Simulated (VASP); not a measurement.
The system is Tl3Pd.

```
Pd Tl
1.0
     3.97000    0.00000    0.00000
     0.00000    3.97000    0.00000
     0.00000    0.00000    3.97000
Pd Tl
1 3
Cartesian
  0.0000 0.0000 0.0000
  0.0000 1.9850 1.9850
  1.9850 0.0000 1.9850
  1.9850 1.9850 0.0000
```

```yaml
Program: VASP 6.6.1
Task: relaxation of cell and atoms
Functional: PBE
Potentials_or_basis: VASP PAW PBE potentials, release 64 (Pd, Tl_d)
Cutoff: 600 eV
k_mesh: 5 × 5 × 5
Occupations: methfessel-paxton, width 0.1 eV
Spin: no spin polarisation
```

At the start: pressure 79.2 GPa; volume 15.64 Å³/atom.

Task: How do energy, volume and symmetry change on relaxing?

Result: Over 4 steps the energy falls by 1433.4 meV/atom and the volume is 25.25 Å³/atom (+61.4 %); space group Pm-3m (No. 221, to 0.05 Å).

Step by step:
```
step  energy change (eV)  largest force (eV/Å)  pressure (GPa)  volume (Å³)
   1              0.0000                0.0000           79.20        62.57
   2             -3.9286                0.0000           -5.74       161.96
   3             -5.7326                0.0000           -0.39       101.92
   4             -5.7338                0.0000           -0.01       101.00
```

Final structure:
```
Pd Tl
1.0
     4.65706    0.00000    0.00000
     0.00000    4.65706    0.00000
     0.00000    0.00000    4.65706
Pd Tl
1 3
Direct
  0.00000 0.00000 0.00000
  0.00000 0.50000 0.50000
  0.50000 0.00000 0.50000
  0.50000 0.50000 0.00000
```

Caveat: the volume moved by over 15 % at a fixed basis, so the end points are rough.
